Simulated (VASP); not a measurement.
# CaO (Fm-3m) in VASP: single point with r2SCAN

Aim: the single point of CaO with r2SCAN.

Program: VASP 6.6.1. These are calculated values, not measurements. Logs are shortened: lines on timing, memory, paths and dates and some standing lists are left out, and cuts for length are marked.

### 1 The cell of the first run

The structure is cubic, space group Fm-3m (No. 225). The conventional cell has a = 4.752 Å, b = 4.752 Å, c = 4.752 Å, α = 90.00°, β = 90.00°, γ = 90.00°. O (site symmetry m-3m) has 6 Ca at 2.38 Å within 3.1 Å. Ca (site symmetry m-3m) has 6 O at 2.38 Å within 3.1 Å.

### 2 Single point, r2SCAN

File POSCAR:

```
CaO
1.0
    9.5037050000      0.0000000000      0.0000000000
    0.0000000000      9.5037050000      0.0000000000
    0.0000000000      0.0000000000      9.5037050000
O Ca
32 32
Direct
    0.2500000000      0.0000000000      0.0000000000
    0.2500000000      0.0000000000      0.5000000000
    0.2500000000      0.5000000000      0.0000000000
    0.2500000000      0.5000000000      0.5000000000
    0.7500000000      0.0000000000      0.0000000000
    0.7500000000      0.0000000000      0.5000000000
    0.7500000000      0.5000000000      0.0000000000
    0.7500000000      0.5000000000      0.5000000000
    0.0000000000      0.2500000000      0.0000000000
    0.0000000000      0.2500000000      0.5000000000
    0.0000000000      0.7500000000      0.0000000000
    0.0000000000      0.7500000000      0.5000000000
    0.5000000000      0.2500000000      0.0000000000
    0.5000000000      0.2500000000      0.5000000000
    0.5000000000      0.7500000000      0.0000000000
    0.5000000000      0.7500000000      0.5000000000
    0.0000000000      0.0000000000      0.2500000000
    0.0000000000      0.0000000000      0.7500000000
    0.0000000000      0.5000000000      0.2500000000
    0.0000000000      0.5000000000      0.7500000000
    0.5000000000      0.0000000000      0.2500000000
    0.5000000000      0.0000000000      0.7500000000
    0.5000000000      0.5000000000      0.2500000000
    0.5000000000      0.5000000000      0.7500000000
    0.2500000000      0.2500000000      0.2500000000
    0.2500000000      0.2500000000      0.7500000000
    0.2500000000      0.7500000000      0.2500000000
    0.2500000000      0.7500000000      0.7500000000
    0.7500000000      0.2500000000      0.2500000000
    0.7500000000      0.2500000000      0.7500000000
    0.7500000000      0.7500000000      0.2500000000
    0.7500000000      0.7500000000      0.7500000000
    0.0000000000      0.0000000000      0.0000000000
    0.0000000000      0.0000000000      0.5000000000
    0.0000000000      0.5000000000      0.0000000000
    0.0000000000      0.5000000000      0.5000000000
    0.5000000000      0.0000000000      0.0000000000
    0.5000000000      0.0000000000      0.5000000000
    0.5000000000      0.5000000000      0.0000000000
    0.5000000000      0.5000000000      0.5000000000
    0.2500000000      0.2500000000      0.0000000000
    0.2500000000      0.2500000000      0.5000000000
    0.2500000000      0.7500000000      0.0000000000
    0.2500000000      0.7500000000      0.5000000000
    0.7500000000      0.2500000000      0.0000000000
    0.7500000000      0.2500000000      0.5000000000
    0.7500000000      0.7500000000      0.0000000000
    0.7500000000      0.7500000000      0.5000000000
    0.2500000000      0.0000000000      0.2500000000
    0.2500000000      0.0000000000      0.7500000000
    0.2500000000      0.5000000000      0.2500000000
    0.2500000000      0.5000000000      0.7500000000
    0.7500000000      0.0000000000      0.2500000000
    0.7500000000      0.0000000000      0.7500000000
    0.7500000000      0.5000000000      0.2500000000
    0.7500000000      0.5000000000      0.7500000000
    0.0000000000      0.2500000000      0.2500000000
    0.0000000000      0.2500000000      0.7500000000
    0.0000000000      0.7500000000      0.2500000000
    0.0000000000      0.7500000000      0.7500000000
    0.5000000000      0.2500000000      0.2500000000
    0.5000000000      0.2500000000      0.7500000000
    0.5000000000      0.7500000000      0.2500000000
    0.5000000000      0.7500000000      0.7500000000
```

File INCAR.step1:

```
ALGO = Normal
EDIFF = 1E-4
ENCUT = 520
GGA = PE
ISMEAR = -1
LASPH = True
LCHARG = False
LREAL = Auto
LWAVE = True
NBANDS = 294
NELM = 60
PREC = Accurate
SIGMA = 0.05
```

File INCAR.step2:

```
ALGO = Normal
EDIFF = 1E-6
ENCUT = 520
ISIF = 2
ISMEAR = -1
ISTART = 1
LASPH = True
LCHARG = True
LELF = True
LMIXTAU = True
LREAL = Auto
LVHAR = True
LWAVE = False
METAGGA = R2SCAN
NBANDS = 294
NELM = 60
PREC = Accurate
SIGMA = 0.05
```

File KPOINTS:

```
k-points
0
Gamma
  1 1 1
```

Potentials or basis: VASP PAW PBE potentials, release 64 (O, Ca_sv).

Launch:

```console
cat potpaw_PBE.64/O/POTCAR potpaw_PBE.64/Ca_sv/POTCAR > POTCAR
cp INCAR.step1 INCAR
mpirun -np 1 vasp_gam > vasp.out
cp INCAR.step2 INCAR
mpirun -np 1 vasp_gam > vasp.out
```

OUTCAR:

```text
EDIFF = 1E-6
   ENCUT = 520
   ISIF = 2
   ISMEAR = -1
   ISTART = 1
   LASPH = True
   LREAL = Auto
   METAGGA = R2SCAN
   NELM = 60
   PREC = Accurate

 ion  position               nearest neighbor table
   1  0.250  0.000  0.000-  33 2.38  37 2.38  41 2.38  43 2.38  49 2.38  50 2.38
   2  0.250  0.000  0.500-  34 2.38  38 2.38  42 2.38  44 2.38  49 2.38  50 2.38
   3  0.250  0.500  0.000-  35 2.38  39 2.38  41 2.38  43 2.38  51 2.38  52 2.38
   4  0.250  0.500  0.500-  36 2.38  40 2.38  42 2.38  44 2.38  51 2.38  52 2.38
   5  0.750  0.000  0.000-  33 2.38  37 2.38  45 2.38  47 2.38  53 2.38  54 2.38
   6  0.750  0.000  0.500-  34 2.38  38 2.38  46 2.38  48 2.38  53 2.38  54 2.38
[... 56 lines left out ...]
  63  0.500  0.750  0.250-  15 2.38  16 2.38  21 2.38  23 2.38  27 2.38  31 2.38
  64  0.500  0.750  0.750-  15 2.38  16 2.38  22 2.38  24 2.38  28 2.38  32 2.38

  LATTYP: Found a simple cubic cell.
 ALAT       =     9.5037050000

  Lattice vectors:

 A1 = (   9.5037050000,   0.0000000000,   0.0000000000)
 A2 = (   0.0000000000,   9.5037050000,   0.0000000000)
 A3 = (   0.0000000000,   0.0000000000,   9.5037050000)

Analysis of symmetry for initial positions (statically):
=====================================================================
 Subroutine PRICEL returns following result:

  LATTYP: Found a face centered cubic cell.
 ALAT       =     4.7518525000

  Lattice vectors:

 A1 = (   2.3759262500,  -2.3759262500,   0.0000000000)
 A2 = (   2.3759262500,   0.0000000000,   2.3759262500)
 A3 = (   0.0000000000,  -2.3759262500,   2.3759262500)

  32 primitive cells build up your supercell.

 Routine SETGRP: Setting up the symmetry group for a
 simple cubic supercell.

 Subroutine GETGRP returns: Found 48 space group operations
 (whereof 48 operations were pure point group operations)
 out of a pool of 48 trial point group operations.

The static configuration has the point symmetry O_h .

Analysis of symmetry for dynamics (positions and initial velocities):
=====================================================================
 Subroutine PRICEL returns following result:

  LATTYP: Found a face centered cubic cell.
 ALAT       =     4.7518525000

  Lattice vectors:

 A1 = (   2.3759262500,  -2.3759262500,   0.0000000000)
 A2 = (   2.3759262500,   0.0000000000,   2.3759262500)
 A3 = (   0.0000000000,  -2.3759262500,   2.3759262500)

  32 primitive cells build up your supercell.

 Routine SETGRP: Setting up the symmetry group for a
 simple cubic supercell.

 Subroutine GETGRP returns: Found 48 space group operations
 (whereof 48 operations were pure point group operations)
 out of a pool of 48 trial point group operations.

The dynamic configuration has the point symmetry O_h .

 Subroutine INISYM returns: Found 48 space group operations
 (whereof 48 operations are pure point group operations),
 and found    32 'primitive' translations

----------------------------------------------------------------------------------------

                                     Primitive cell

  volume of cell :      26.8243

  direct lattice vectors                    reciprocal lattice vectors
     2.375926250 -2.375926250  0.000000000     0.210444243 -0.210444243 -0.210444243
     2.375926250  0.000000000  2.375926250     0.210444243  0.210444243  0.210444243
     0.000000000 -2.375926250  2.375926250    -0.210444243 -0.210444243  0.210444243

  length of vectors
     3.360067126  3.360067126  3.360067126     0.364500120  0.364500120  0.364500120

  position of ions in fractional coordinates (direct lattice)
     0.500000000  0.500000000  0.500000000
     0.000000000  0.000000000  0.000000000

  ion indices of the primitive-cell ions
   primitive index   ion index
                 1           1
                 2          33

----------------------------------------------------------------------------------------

 KPOINTS: k-points

Automatic generation of k-mesh.
 Grid dimensions read from file:
 generate k-points for:    1    1    1

 Generating k-lattice:

  Cartesian coordinates                     Fractional coordinates (reciprocal lattice)
     0.105222121  0.000000000  0.000000000     1.000000000  0.000000000  0.000000000
     0.000000000  0.105222121  0.000000000     0.000000000  1.000000000  0.000000000
     0.000000000  0.000000000  0.105222121     0.000000000  0.000000000  1.000000000

  Length of vectors
     0.105222121  0.105222121  0.105222121

  Shift w.r.t. Gamma in fractional coordinates (k-lattice)
     0.000000000  0.000000000  0.000000000

 Subroutine IBZKPT returns following result:
 ===========================================

 Found      1 irreducible k-points:

 Following reciprocal coordinates:
            Coordinates               Weight
  0.000000  0.000000  0.000000      1.000000
   k-points           NKPTS =      1   k-points in BZ     NKDIM =      1   number of bands    NBANDS=    294
   number of dos      NEDOS =    301   number of ions     NIONS =     64
   total plane-waves  NPLWV = 373248
   dimension x,y,z NGX =    72 NGY =   72 NGZ =   72
   dimension x,y,z NGXF=   144 NGYF=  144 NGZF=  144
   ions per type =              32  32
   NGX,Y,Z   is equivalent  to a cutoff of  12.59, 12.59, 12.59 a.u.
   NGXF,Y,Z  is equivalent  to a cutoff of  25.19, 25.19, 25.19 a.u.
 SYSTEM =  unknown system
   PREC   = accura    normal or accurate (medium, high low for compatibility)
   ISTART =      1    job   : 0-new  1-cont  2-samecut
   ICHARG =      0    charge: 1-file 2-atom 10-const
   ISPIN  =      1    spin polarized calculation?
   LNONCOLLINEAR =      F non collinear calculations
   LSORBIT =      F    spin-orbit coupling
   LASPH  =      T    aspherical Exc in radial PAW
   ENCUT  =  520.0 eV  38.22 Ry    6.18 a.u.  17.67 17.67 17.67*2*pi/ulx,y,z
   NELM   =     60;   NELMIN=  2; NELMDL=  0     # of ELM steps
   EDIFF  = 0.1E-05   stopping-criterion for ELM
   LREAL  =      T    real-space projection
   EDIFFG = 0.1E-04   stopping-criterion for IOM
   NSW    =      0    number of steps for IOM
   IBRION =     -1    ionic relax: 0-MD 1-quasi-New 2-CG
   NFREE  =      0    steps in history (QN), initial steepest desc. (CG)
   ISIF   =      2    stress and relaxation
   ISYM   =      2    0-nonsym 1-usesym 2-fastsym
   POTIM  = 0.5000    time-step for ionic-motion
   TEBEG  =    0.0;   TEEND  =   0.0 temperature during run
   PSTRESS=    0.0 pullay stress
   NELECT =     512.0000    total number of electrons
   NUPDOWN=      -1.0000    fix difference up-down
   EMIN   =  10.00;   EMAX   =-10.00  energy-range for DOS
   EFERMI =   0.00;   METHOD = LEGACY
   ISMEAR =    -1;   SIGMA  =   0.05  broadening in eV -4-tet -1-fermi 0-gaus
   EFERMI_NEDOS =   21; number of points for ismear=-14 and -15
   IALGO  =     38    algorithm
   IMIX   =      4    mixing-type and parameters
     AMIX     =   0.40;   BMIX     =  1.00
     AMIX_MAG =   1.60;   BMIX_MAG =  1.00
  volume/ion in A,a.u.               =      13.41        90.51
  Fermi-wavevector in a.u.,A,eV,Ry     =   1.378072  2.604178 25.838581  1.899082
  Thomas-Fermi vector in A             =   2.503167
   LORBIT       =      0    0 simple, 1 ext, 2 COOP (PROOUT), +10 PAW based schemes
   METAGGA = R2SCAN    functional components
   LHFCALC =     F    Hartree Fock is set to
   AEXX    =    0.0000 exact exchange contribution
   IVDW    =     0    specifies the selected vdW correction
   LEPSILON=     F    determine dielectric tensor
   LRPA    =     F    only Hartree local field effects (RPA)
 non-spin polarized calculation
  energy-cutoff  :      520.00
  volume of cell :      858.38
 maximum number of plane-waves:     11516
 NGX is ok and might be reduce to    70
   NGX = 35   NGY = 35   NGZ = 35

 number of electron     511.9999723 magnetization

 Free energy of the ion-electron system (eV)
  ---------------------------------------------------
  ext. energy  EPLUGINS =         0.00000000
  ---------------------------------------------------
  free energy    TOTEN  =      -619.38176861 eV

  energy without entropy =     -619.38176861  energy(sigma->0) =     -619.38176861

 E-fermi :   3.6383     XC(G=0): -11.2534

 val. band max:        2.2663771842   @ k =   0.0000   0.0000   0.0000
 cond. band min:       6.3811856246   @ k =   0.0000   0.0000   0.0000
 fundamental gap:      4.1148084403
 Fermi energy:         3.6383290828

 k-point     1 :       0.0000    0.0000    0.0000
  band No.  band energies     occupation
      1     -36.7241      2.00000
      2     -36.6470      2.00000
      3     -36.6470      2.00000
      4     -36.6470      2.00000
      5     -36.6470      2.00000
      6     -36.6470      2.00000
[... 260 lines left out ...]
    267       9.1374      0.00000
    268       9.1374      0.00000
 [bands above 268 left out]

------------------------ aborting loop because EDIFF is reached ----------------------------------------

  FORCE on cell =-STRESS in cart. coord.  units (eV):
  Direction    XX          YY          ZZ          XY          YZ          ZX
  --------------------------------------------------------------------------------------
  -------------------------------------------------------------------------------------
  Total       31.0471007     31.0471007     31.0471007      0.0000000      0.0000000      0.0000000
  in kB       57.9499134     57.9499134     57.9499134      0.0000000      0.0000000      0.0000000
  external PRESSURE =      57.9499134 kB  Pullay stress =       0.0000000 kB

 VOLUME and BASIS-vectors are now :
 -----------------------------------------------------------------------------
  energy-cutoff  :      520.00
  volume of cell :      858.38
      direct lattice vectors                 reciprocal lattice vectors
     9.503705000  0.000000000  0.000000000     0.105222121  0.000000000  0.000000000
     0.000000000  9.503705000  0.000000000     0.000000000  0.105222121  0.000000000
     0.000000000  0.000000000  9.503705000     0.000000000  0.000000000  0.105222121

 POSITION                                       TOTAL-FORCE (eV/Angst)
 -----------------------------------------------------------------------------------
      2.37593      0.00000      0.00000        -0.000000     -0.000000     -0.000000
      2.37593      0.00000      4.75185        -0.000000      0.000000      0.000000
      2.37593      4.75185      0.00000        -0.000000      0.000000      0.000000
      2.37593      4.75185      4.75185        -0.000000     -0.000000      0.000000
      7.12778      0.00000      0.00000         0.000000     -0.000000     -0.000000
      7.12778      0.00000      4.75185         0.000000     -0.000000      0.000000
[... 56 lines left out ...]
      4.75185      7.12778      2.37593         0.000000     -0.000000     -0.000000
      4.75185      7.12778      7.12778        -0.000000     -0.000000      0.000000
 -----------------------------------------------------------------------------------
    total drift:                                0.000000      0.000000      0.000000

  FREE ENERGIE OF THE ION-ELECTRON SYSTEM (eV)
  ---------------------------------------------------
  free  energy   TOTEN  =      -619.3817686072 eV

  energy  without entropy=     -619.3817686072  energy(sigma->0) =     -619.38176861
```

Wall time 20 min (1 thread of Intel Xeon Platinum 8488C (Sapphire Rapids), shared host); peak memory 0.89 GiB.

Results:

```
Free energy            : -619.3818 eV
Pressure               : 5.8 GPa
Band gap on the k mesh : 4.11 eV
```

Caveat: the k points lie up to 0.66 Å⁻¹ apart; the PAW data sets were made with another functional, which shifts forces and pressure a little; an odd mesh through Γ misses points on the zone boundary, where band edges can lie.
